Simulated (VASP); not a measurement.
# RuBrCl4 (P4/mmm) in VASP: single point with PBE

Aim: the single point of RuBrCl4 with PBE.

Program: VASP 6.6.1. These are calculated values, not measurements. Logs are shortened: lines on timing, memory, paths and dates and some standing lists are left out, and cuts for length are marked.

**1. The cell of the first run**

It takes space group P4/mmm (No. 123, tetragonal). Conventional cell: a = 4.123 Å, b = 4.123 Å, c = 9.516 Å, α = 90.00°, β = 90.00°, γ = 90.00°. Within 3.3 Å of Ru (site symmetry 4/mmm) lie 8 Cl at 2.50 Å. Br (site symmetry 4/mmm) has 8 Cl at 3.92 Å and 4 Br at 4.12 Å within 5.2 Å. Cl (site symmetry 2mm) has 2 Ru at 2.50 Å and 5 Cl at 2.84 to 2.92 Å within 3.3 Å.

The cell was generated, and may not be a known phase.

**2. Single point, PBE, collinear spin, ferromagnetic start**

Contents of INCAR:

```
SYSTEM = RuBrCl4
ALGO = Normal ; EDIFF = 1E-6
ENCUT = 560 ; GGA = PE
GGA_COMPAT = .FALSE. ; ISIF = 2
ISMEAR = 0 ; ISPIN = 2
LASPH = .TRUE. ; LCHARG = .TRUE.
LELF = .TRUE. ; LMAXMIX = 4
LORBIT = 11 ; LREAL = .FALSE.
LVHAR = .TRUE. ; LWAVE = .FALSE.
MAGMOM = 1 0 0 0 0 0 ; NBANDS = 38
NELM = 200 ; PREC = Accurate
SIGMA = 0.1
```

Contents of KPOINTS:

```
k-points
0
G
  4 4 4
  0 0 0
```

Contents of POSCAR:

```
RuBrCl4
1.0
    4.1231109187      0.0000000000      0.0000000000
    0.0000000000      4.1231109187      0.0000000000
    0.0000000000      0.0000000000      9.5162662840
Ru Br Cl
1 1 4
Direct
    0.0000000000      0.0000000000      0.0000000000
    0.5000000000      0.5000000000      0.5000000000
    0.5000000000      0.0000000000      0.8508870380
    0.0000000000      0.5000000000      0.1491129620
    0.5000000000      0.0000000000      0.1491129620
    0.0000000000      0.5000000000      0.8508870380
```

Potentials or basis: VASP PAW PBE potentials, release 64 (Ru_sv, Br, Cl).

Command:

```sh
$ cat potpaw_PBE.64/Ru_sv/POTCAR potpaw_PBE.64/Br/POTCAR potpaw_PBE.64/Cl/POTCAR > POTCAR
$ mpirun -np 1 vasp_std > vasp.out
```

OUTCAR:

```text
SYSTEM = RuBrCl4
   EDIFF = 1E-6
   ENCUT = 560
   GGA = PE
   ISIF = 2
   ISMEAR = 0
   ISPIN = 2
   LASPH = .TRUE.
   LORBIT = 11
   LREAL = .FALSE.
   NELM = 200
   PREC = Accurate

 ion  position               nearest neighbor table
   1  0.000  0.000  0.000-   3 2.50   4 2.50   5 2.50   6 2.50   4 2.50   6 2.50   3 2.50   5 2.50

   2  0.500  0.500  0.500-
   3  0.500  0.000  0.851-   1 2.50   1 2.50
   4  0.000  0.500  0.149-   1 2.50   1 2.50
   5  0.500  0.000  0.149-   1 2.50   1 2.50
   6  0.000  0.500  0.851-   1 2.50   1 2.50

  LATTYP: Found a simple tetragonal cell.
 ALAT       =     4.1231109187
 C/A-ratio  =     2.3080306282

  Lattice vectors:

 A1 = (   4.1231109187,   0.0000000000,   0.0000000000)
 A2 = (   0.0000000000,   4.1231109187,   0.0000000000)
 A3 = (   0.0000000000,   0.0000000000,   9.5162662840)

Analysis of symmetry for initial positions (statically):
=====================================================================
 Subroutine PRICEL returns:
 Original cell was already a primitive cell.

 Routine SETGRP: Setting up the symmetry group for a
 simple tetragonal supercell.

 Subroutine GETGRP returns: Found 16 space group operations
 (whereof 16 operations were pure point group operations)
 out of a pool of 16 trial point group operations.

The static configuration has the point symmetry D_4h.

Analysis of symmetry for dynamics (positions and initial velocities):
=====================================================================
 Subroutine PRICEL returns:
 Original cell was already a primitive cell.

 Routine SETGRP: Setting up the symmetry group for a
 simple tetragonal supercell.

 Subroutine GETGRP returns: Found 16 space group operations
 (whereof 16 operations were pure point group operations)
 out of a pool of 16 trial point group operations.

The dynamic configuration has the point symmetry D_4h.

Analysis of structural, dynamic, and magnetic symmetry:
=====================================================================
 Subroutine PRICEL returns:
 Original cell was already a primitive cell.

 Routine SETGRP: Setting up the symmetry group for a
 simple tetragonal supercell.

 Subroutine GETGRP returns: Found 16 space group operations
 (whereof 16 operations were pure point group operations)
 out of a pool of 16 trial point group operations.

The overall configuration has the point symmetry D_4h.

 Subroutine INISYM returns: Found 16 space group operations
 (whereof 16 operations are pure point group operations),
 and found     1 'primitive' translations

----------------------------------------------------------------------------------------

                                     Primitive cell

  volume of cell :     161.7769

  direct lattice vectors                    reciprocal lattice vectors
     4.123110919  0.000000000  0.000000000     0.242535314  0.000000000  0.000000000
     0.000000000  4.123110919  0.000000000     0.000000000  0.242535314  0.000000000
     0.000000000  0.000000000  9.516266284     0.000000000  0.000000000  0.105083230

  length of vectors
     4.123110919  4.123110919  9.516266284     0.242535314  0.242535314  0.105083230

  position of ions in fractional coordinates (direct lattice)
     0.000000000  0.000000000  0.000000000
     0.500000000  0.500000000  0.500000000
     0.500000000  0.000000000  0.850887038
     0.000000000  0.500000000  0.149112962
     0.500000000  0.000000000  0.149112962
     0.000000000  0.500000000  0.850887038

  ion indices of the primitive-cell ions
   primitive index   ion index
                 1           1
                 2           2
                 3           3
                 4           4
                 5           5
                 6           6

----------------------------------------------------------------------------------------

 KPOINTS: k-points
[... 26 lines left out ...]
  0.250000  0.000000  0.000000      4.000000
  0.500000  0.000000  0.000000      2.000000
  0.250000  0.250000  0.000000      4.000000
  0.500000  0.250000  0.000000      4.000000
  0.500000  0.500000  0.000000      1.000000
[... 10 lines left out ...]
  0.500000  0.250000  0.500000      4.000000
  0.500000  0.500000  0.500000      1.000000
   k-points           NKPTS =     18   k-points in BZ     NKDIM =     18   number of bands    NBANDS=     38
   number of dos      NEDOS =    301   number of ions     NIONS =      6
   total plane-waves  NPLWV =  81920
   dimension x,y,z NGX =    32 NGY =   32 NGZ =   80
   dimension x,y,z NGXF=    64 NGYF=   64 NGZF=  160
   ions per type =               1   1   4
   NGX,Y,Z   is equivalent  to a cutoff of  12.90, 12.90, 13.98 a.u.
   NGXF,Y,Z  is equivalent  to a cutoff of  25.81, 25.81, 27.95 a.u.
 SYSTEM =  RuBrCl4
   PREC   = accura    normal or accurate (medium, high low for compatibility)
   ISTART =      0    job   : 0-new  1-cont  2-samecut
   ICHARG =      2    charge: 1-file 2-atom 10-const
   ISPIN  =      2    spin polarized calculation?
   LNONCOLLINEAR =      F non collinear calculations
   LSORBIT =      F    spin-orbit coupling
   LASPH  =      T    aspherical Exc in radial PAW
   ENCUT  =  560.0 eV  41.16 Ry    6.42 a.u.   7.96  7.96 18.36*2*pi/ulx,y,z
   NELM   =    200;   NELMIN=  2; NELMDL= -5     # of ELM steps
   EDIFF  = 0.1E-05   stopping-criterion for ELM
   LREAL  =      F    real-space projection
   EDIFFG = 0.1E-04   stopping-criterion for IOM
   NSW    =      0    number of steps for IOM
   IBRION =     -1    ionic relax: 0-MD 1-quasi-New 2-CG
   NFREE  =      0    steps in history (QN), initial steepest desc. (CG)
   ISIF   =      2    stress and relaxation
   ISYM   =      2    0-nonsym 1-usesym 2-fastsym
   POTIM  = 0.5000    time-step for ionic-motion
   TEBEG  =    0.0;   TEEND  =   0.0 temperature during run
   PSTRESS=    0.0 pullay stress
   NELECT =      51.0000    total number of electrons
   NUPDOWN=      -1.0000    fix difference up-down
   EMIN   =  10.00;   EMAX   =-10.00  energy-range for DOS
   EFERMI =   0.00;   METHOD = LEGACY
   ISMEAR =     0;   SIGMA  =   0.10  broadening in eV -4-tet -1-fermi 0-gaus
   EFERMI_NEDOS =   21; number of points for ismear=-14 and -15
   IALGO  =     38    algorithm
   IMIX   =      4    mixing-type and parameters
     AMIX     =   0.40;   BMIX     =  1.00
     AMIX_MAG =   1.60;   BMIX_MAG =  1.00
  volume/ion in A,a.u.               =      26.96       181.95
  Fermi-wavevector in a.u.,A,eV,Ry     =   1.114190  2.105514 16.890543  1.241420
  Thomas-Fermi vector in A             =   2.250783
   LORBIT       =     11    0 simple, 1 ext, 2 COOP (PROOUT), +10 PAW based schemes
   GGA     = PE    functional components
   LHFCALC =     F    Hartree Fock is set to
   AEXX    =    0.0000 exact exchange contribution
   IVDW    =     0    specifies the selected vdW correction
   LEPSILON=     F    determine dielectric tensor
   LRPA    =     F    only Hartree local field effects (RPA)
 spin polarized calculation
 Gauss-broadening in eV      SIGMA  =   0.10
  energy-cutoff  :      560.00
  volume of cell :      161.78
 maximum number of plane-waves:      4920
 NGX is ok and might be reduce to    32
   NGX = 15   NGY = 15   NGZ = 37

 number of electron      51.0000017 magnetization       0.0156501

 number of electron      51.0000017 magnetization      -0.8165344

 Free energy of the ion-electron system (eV)
  ---------------------------------------------------
  ext. energy  EPLUGINS =         0.00000000
  ---------------------------------------------------
  free energy    TOTEN  =       -17.70767139 eV

  energy without entropy =      -17.67817702  energy(sigma->0) =      -17.69292421

 E-fermi :   1.1671     XC(G=0):  -8.3024

 val. band max:        1.1608390518   @ k =   0.5000   0.5000   0.5000
 cond. band min:       1.1744610436   @ k =   0.5000   0.2500   0.5000
 fundamental gap:      0.0136219919
 Fermi energy:         1.1670638440

 spin component 1

 k-point     1 :       0.0000    0.0000    0.0000
  band No.  band energies     occupation
      1     -72.0017      1.00000
      2     -42.0296      1.00000
      3     -41.9092      1.00000
      4     -41.9092      1.00000
      5     -15.1799      1.00000
      6     -14.2883      1.00000
[... 709 lines left out ...]
     36      11.1844      0.00000
     37      11.1844      0.00000
 Fermi energy:         1.1670638440

 spin component 2

 k-point     1 :       0.0000    0.0000    0.0000
  band No.  band energies     occupation
      1     -71.9884      1.00000
      2     -42.0024      1.00000
      3     -41.9017      1.00000
      4     -41.9017      1.00000
      5     -15.1869      1.00000
      6     -14.2956      1.00000
[... 709 lines left out ...]
     36      11.1719      0.00000
     37      11.1719      0.00000
 [bands above 37 left out]

------------------------ aborting loop because EDIFF is reached ----------------------------------------

  FORCE on cell =-STRESS in cart. coord.  units (eV):
  Direction    XX          YY          ZZ          XY          YZ          ZX
  --------------------------------------------------------------------------------------
  -------------------------------------------------------------------------------------
  Total       -0.1563632     -0.1563632      0.0447659      0.0000000     -0.0000000      0.0000000
  in kB       -1.5485619     -1.5485619      0.4433448      0.0000000     -0.0000000      0.0000000
  external PRESSURE =      -0.8845930 kB  Pullay stress =       0.0000000 kB

 VOLUME and BASIS-vectors are now :
 -----------------------------------------------------------------------------
  energy-cutoff  :      560.00
  volume of cell :      161.78
      direct lattice vectors                 reciprocal lattice vectors
     4.123110919  0.000000000  0.000000000     0.242535314  0.000000000  0.000000000
     0.000000000  4.123110919  0.000000000     0.000000000  0.242535314  0.000000000
     0.000000000  0.000000000  9.516266284     0.000000000  0.000000000  0.105083230

 POSITION                                       TOTAL-FORCE (eV/Angst)
 -----------------------------------------------------------------------------------
      0.00000      0.00000      0.00000         0.000000      0.000000      0.000000
      2.06156      2.06156      4.75813         0.000000      0.000000      0.000000
      2.06156      0.00000      8.09727        -0.000000      0.000000      0.034715
      0.00000      2.06156      1.41900         0.000000      0.000000     -0.034715
      2.06156      0.00000      1.41900         0.000000      0.000000     -0.034715
      0.00000      2.06156      8.09727        -0.000000     -0.000000      0.034715
 -----------------------------------------------------------------------------------
    total drift:                                0.000000      0.000000      0.000000

  FREE ENERGIE OF THE ION-ELECTRON SYSTEM (eV)
  ---------------------------------------------------
  free  energy   TOTEN  =       -17.7076713883 eV

  energy  without entropy=      -17.6781770239  energy(sigma->0) =      -17.69292421

 total charge

# of ion       s       p       d       tot
------------------------------------------
    1        2.126   6.039   5.217  13.382
    2        1.628   3.067   0.001   4.696
    3        1.624   3.410   0.000   5.034
    4        1.624   3.410   0.000   5.034
    5        1.624   3.410   0.000   5.034
    6        1.624   3.410   0.000   5.034
--------------------------------------------------
tot         10.249  22.748   5.218  38.215

 magnetization (x)

# of ion       s       p       d       tot
------------------------------------------
    1        0.000   0.000   0.014   0.014
    2       -0.020  -0.555  -0.000  -0.575
    3        0.000  -0.007   0.000  -0.007
    4        0.000  -0.007   0.000  -0.007
    5        0.000  -0.007   0.000  -0.007
    6        0.000  -0.007   0.000  -0.007
--------------------------------------------------
tot         -0.019  -0.584   0.014  -0.588
```

Run time: 3 min. Hardware: 1 thread of AMD EPYC 9R45 (Zen 5), shared host; peak memory 0.4 GiB.

What came out:

* Free energy: -17.7077 eV
* Pressure: -0.1 GPa
* Largest force: 0.035 eV/Å
* Net moment: -0.82 μB per cell
* Site moments: Ru +0.01; Br -0.57; Cl -0.01 μB
* Valence electrons inside the program's atomic spheres: Ru 13.38; Br 4.70; Cl 5.03

Forces on the atoms (eV/Å):
```
Ru   0.000  0.000  0.000
Br   0.000  0.000  0.000
Cl   0.000  0.000  0.035
Cl   0.000  0.000 -0.035
Cl   0.000  0.000 -0.035
Cl   0.000  0.000  0.035
```

Stress tensor (GPa, compression positive):
```
-0.15  0.00  0.00
 0.00 -0.15  0.00
 0.00  0.00  0.04
```

Levels at points of the mesh, in eV from the Fermi level:
Spin up:
```
           k point  band 22  band 23  band 24  band 25  band 26  band 27  band 28  band 29
(0.00, 0.00, 0.00)    -1.00    -0.87    -0.07     0.35     0.35     1.28     1.65     1.65
(0.50, 0.00, 0.00)    -1.57    -0.73    -0.23    -0.13     0.47     0.73     1.09     1.54
(0.50, 0.50, 0.00)    -0.48    -0.48    -0.03     0.01     0.36     0.51     0.51     1.83
(0.00, 0.00, 0.50)    -1.00    -0.88    -0.21     0.35     0.35     1.28     1.65     1.65
(0.50, 0.00, 0.50)    -1.57    -0.54    -0.22    -0.12     0.46     0.63     1.03     1.54
(0.50, 0.50, 0.50)    -0.53    -0.53     0.01     0.08     0.36     0.59     0.59     1.83
```
Spin down:
```tsv
k point	band 24	band 25	band 26	band 27	band 28	band 29
(0.00, 0.00, 0.00)	-0.53	-0.37	-0.37	1.29	1.67	1.67
(0.50, 0.00, 0.00)	-0.58	-0.34	-0.16	0.71	1.08	1.56
(0.50, 0.50, 0.00)	-0.55	-0.01	0.35	0.53	0.53	1.84
(0.00, 0.00, 0.50)	-0.64	-0.36	-0.36	1.29	1.67	1.67
(0.50, 0.00, 0.50)	-0.62	-0.26	-0.23	0.64	1.04	1.56
(0.50, 0.50, 0.50)	-0.28	-0.01	0.35	0.58	0.58	1.84
```

Caveat: the k points lie up to 0.38 Å⁻¹ apart; a moment this small can come from the mesh or the smearing; this functional lacks dispersion, which binds layers or chains, so the pressure and a relaxed spacing across them are unreliable.
